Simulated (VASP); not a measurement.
Input of a VASP 6.6.1 run:

File INCAR:

```
SYSTEM = F
PREC = Accurate
ENCUT = 520
EDIFF = 1E-7
ISMEAR = 0
SIGMA = 0.1
LREAL = .False.
LASPH = .True.
NELM = 100
ALGO = Normal
ISIF = 2
LWAVE = .False.
LCHARG = .False.
GGA = PS
NBANDS = 22
```

The input KPOINTS:

```
Automatic mesh
0
Gamma
  11 11 5
  0 0 0
```

File POSCAR:

```
F
1.0
    2.7500000000     -1.6400000000      0.0000000000
    2.7500000000      1.6400000000      0.0000000000
   -1.5360119809      0.0000000000      7.1200165312
F
4
Direct
    0.4950000000      0.4950000000      0.4000000000
    0.5050000000      0.5050000000      0.6000000000
    0.9496000000      0.9496000000      0.9004000000
    0.0504000000      0.0504000000      0.0996000000
```

Potentials or basis: VASP PAW PBE potentials, release 64 (F).

Command:

```bash
$ cat potpaw_PBE.64/F/POTCAR > POTCAR
$ mpirun -np 1 vasp_std > vasp.out
```

Task: What does it give for the pressure?

Result: -2.7 GPa.

Task: Predict the band gap on the k mesh.

Result: 2.21 eV, direct.

Task: Estimate the largest force.

Result: 1.073 eV/Å.

Forces in eV/Å, atoms in the order of the input:
```
F   -0.191  0.000  1.056
F    0.191  0.000 -1.056
F    0.147  0.000  0.888
F   -0.147  0.000 -0.888
```

Caveat: the PAW data sets were made with another functional, which shifts forces and pressure a little. PBEsol gaps usually lie below the measured ones, often by a third to a half.
